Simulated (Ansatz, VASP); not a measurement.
One calculation of BP, two programs

```
B P
1.0
     0.00000    2.20370    2.20370
     2.20370    0.00000    2.20370
     2.20370    2.20370    0.00000
B P
1 1
Direct
  0.00000 0.00000 0.00000
  0.25000 0.25000 0.25000
```

Alike in both runs: task single point; functional PBE; k mesh 10 × 10 × 10; occupations gaussian, width 0.02 eV; no spin polarisation.

```csv
,VASP,Ansatz
version,VASP 6.6.1,Ansatz 0.2.0
potentials or method,"VASP PAW PBE potentials, release 64 (B, P), cutoff 500 eV","scalar-relativistic, all-electron LAPW"
```

Ansatz gave:

* gap on the k mesh at the Fermi level (eV): 1.13
* least direct gap on the mesh (eV): 3.55
* pressure (GPa): 18.2

Question: Estimate VASP's values.

Answer: gap on the k mesh at the Fermi level (eV): 1.12; least direct gap on the mesh (eV): 3.55; pressure (GPa): 18.0.

Ansatz ran all-electron here, and VASP with PAW potentials.
